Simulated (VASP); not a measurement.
Input of a VASP 6.6.1 run:

The input INCAR:

```
SYSTEM = HfN
PREC     = Accurate       ! precision mode
ENCUT    = 520            ! plane-wave cutoff, eV
EDIFF    = 1E-7           ! SCF threshold, eV
ISMEAR   = 0              ! smearing method
SIGMA    = 0.2            ! smearing width, eV
LREAL    = .False.        ! projectors in reciprocal space
LASPH    = .True.         ! aspherical terms in the spheres
NELM     = 60             ! most SCF steps
ALGO     = Normal         ! electronic algorithm
ISIF     = 2              ! what is computed and relaxed
LWAVE    = .False.        ! write WAVECAR
LCHARG   = .False.        ! write CHGCAR
GGA      = PE             ! functional
NBANDS   = 40             ! bands
```

Contents of KPOINTS:

```
regular mesh
0
Gamma
  6 6 2
  0 0 0
```

POSCAR

```
HfN
1.0
    3.4927913868     -0.0008601865      0.0011246604
   -1.7471294415      3.0207690065     -0.0007188287
    0.0041320902     -0.0006405167     11.2798752164
Hf N
4 4
Direct
    0.3332477779      0.6663524503      0.4997548117
    0.3332382249      0.6663603350      0.9997521468
    0.6666724840      0.3336465228      0.2497541998
    0.6666826056      0.3336589356      0.7497622823
    0.3333336361      0.6663643668      0.1868109623
    0.3333332408      0.6663607287      0.6868155756
    0.6667549690      0.3336374988      0.4368078944
    0.6667370617      0.3336191623      0.9368119870
```

Potentials or basis: VASP PAW PBE potentials, release 64 (Hf_pv, N).

The run is started by

```console
$ cat potpaw_PBE.64/Hf_pv/POTCAR potpaw_PBE.64/N/POTCAR > POTCAR
$ mpirun -np 1 vasp_std > vasp.out
```

Predict the largest force.

0.004 eV/Å.

What does it give for the pressure?

-1.0 GPa.

Predict the band gap on the k mesh.

zero (bands 30 and 31 overlap by 1.06 eV).

Stress tensor (GPa, compression positive):
```
-1.08  0.01 -0.03
 0.01 -0.97  0.00
-0.03  0.00 -0.97
```

Caveat: spin-orbit coupling is left out, which moves the levels of the heavy elements.
